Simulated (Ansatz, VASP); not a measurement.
# SiC in VASP and in Ansatz

File INCAR:

```
SYSTEM = SiC
PREC     = Accurate       ! precision mode
ENCUT    = 520            ! plane-wave cutoff, eV
EDIFF    = 1E-7           ! SCF threshold, eV
ISMEAR   = -1             ! smearing method
SIGMA    = 0.02           ! smearing width, eV
LREAL    = .False.        ! projectors in reciprocal space
LASPH    = .True.         ! aspherical terms in the spheres
NELM     = 100            ! most SCF steps
ALGO     = Normal         ! electronic algorithm
ISIF     = 2              ! what is computed and relaxed
LWAVE    = .False.        ! write WAVECAR
LCHARG   = .False.        ! write CHGCAR
GGA      = PE             ! functional
NBANDS   = 11             ! bands
```

The input KPOINTS:

```
regular mesh
0
Gamma
  10 10 10
  0 0 0
```

Contents of POSCAR:

```
SiC
1.0
    0.0000000000      2.1780523510      2.1127107805
    2.1780523510      0.0000000000      2.1127107805
    2.1780523510      2.1780523510      0.0000000000
Si C
1 1
Direct
    0.0000000000      0.0000000000      0.0000000000
    0.2500000000      0.2500000000      0.2500000000
```

Input for Ansatz:

```yaml
crystal:
  lattice:
    - [0.0, 2.178052351, 2.1127107805]
    - [2.178052351, 0.0, 2.1127107805]
    - [2.178052351, 2.178052351, 0.0]
  atoms:
    - { symbol: Si, position: [0.0, 0.0, 0.0] }
    - { symbol: C, position: [0.25, 0.25, 0.25] }
kpoints:
  mp_grid: { grid: [10, 10, 10] }
  band_path:
    path:
      - [0.0, 0.0, 0.0]
      - [-0.5, -0.5, 0.0]
      - [-0.375, -0.375, 0.25]
      - [-0.375, 0.0, 0.375]
      - [0.0, 0.0, 0.5]
      - [-0.5, -0.25, 0.25]
    npoints: 1
hamiltonian:
  xc: pbe
scf:
  occupations: { method: fermi_dirac, width: 0.02 }
  n_extra_bands: 4
output:
  forces: true
  stress: true
  eigenvalues: true
```

Change from the starting cell: uniaxial_z strain -3.0%.

Alike in both runs: task single point; functional PBE; k mesh 10 × 10 × 10; occupations fermi-dirac, width 0.02 eV; no spin polarisation.

|  | VASP | Ansatz |
| --- | --- | --- |
| version | VASP 6.6.1 | Ansatz 0.2.0 |
| potentials or method | VASP PAW PBE potentials, release 64 (Si, C) | plane waves, PAW |
| plane-wave cutoff (eV) | 520 | 420 |
| valence electrons in the cell | 8 | 8 |

VASP gave:

* gap on the k mesh at the Fermi level (eV): 1.01
* pressure (GPa): 10.7
* traceless stress, the component that is largest in VASP (GPa): 4.89

**Question.** What did Ansatz give for the same quantities?

**Answer.** gap on the k mesh at the Fermi level (eV): 1.01; pressure (GPa): 10.8; traceless stress, the component that is largest in VASP (GPa): 4.88.
